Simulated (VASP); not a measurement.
**BaTiO3: electric field gradients with LDA**

BaTiO3:

```
Ba Ti O
1.0
     4.00730   -0.02004   -0.02004
    -0.02004    4.00730   -0.02004
    -0.02004   -0.02004    4.00730
Ba Ti O
1 1 3
Direct
  0.50000 0.50000 0.50000
  0.00000 0.00000 0.00000
  0.50000 0.00000 0.00000
  0.00000 0.50000 0.00000
  0.00000 0.00000 0.50000
```

This cell differs from its parent crystal: equal xy, yz and zx shear strains of -1 %.

* Program: VASP 6.6.1
* Task: electric field gradients
* Functional: LDA
* Potentials or basis: VASP PAW LDA potentials, release 64 (Ba_sv, Ti_sv, O)
* Cutoff: 520 eV
* k mesh: 8 × 8 × 8
* Occupations: fermi-dirac, width 0.05 eV
* Spin: no spin polarisation
* Dipole correction: no
* Further INCAR settings: ALGO = Normal; EDIFF = 1e-08; NBANDS = 28

- Pressure: -7.4 GPa
- Band gap on the k mesh: 1.60 eV (least direct gap 1.70 eV)
- Largest electric field gradient by atom: Ba -13.4; Ti +3.8; O +21.8 V/Å²

Stress tensor (GPa, compression positive):
```
-7.41  1.23  1.23
 1.23 -7.41  1.23
 1.23  1.23 -7.41
```

Levels at points of the mesh, in eV from the valence-band top:
```csv
k point,band 17,band 18,band 19,band 20,band 21,band 22,band 23,band 24
"(0.00, 0.00, 0.00)",-1.10,-0.19,-0.19,-0.10,1.60,1.65,1.65,3.90
"(0.50, 0.00, 0.00)",-1.90,-1.85,-0.78,-0.69,1.80,3.42,3.43,3.91
"(0.50, 0.50, 0.00)",-1.75,-0.90,-0.87,-0.11,3.42,3.44,3.84,4.75
"(0.50, 0.50, 0.50)",-2.37,-0.02,-0.02,0.00,4.08,4.11,4.11,6.55
```

Electric field gradients, principal values (V/Å²):
```csv
atom,least,middle,greatest (by size)
1 Ba,6.676,6.676,-13.352
2 Ti,-1.882,-1.882,3.765
3 O,-10.902,-10.935,21.836
4 O,-10.902,-10.935,21.836
5 O,-10.902,-10.935,21.836
```

Wall time 59 s on 1 thread of Intel(R) Xeon(R) Platinum 8559C (Emerald Rapids), with other jobs on the host, peak memory 0.23 GiB.

Caveat: the cell differs from its parent crystal (equal xy, yz and zx shear strains of -1 %); the cell stands under tension; without QUAD_EFG the Cq values of the log hold for a quadrupole moment of 1 mb, not for the nuclei; spin-orbit coupling is left out, which moves the levels of the heavy elements. A k mesh can miss the band edges.
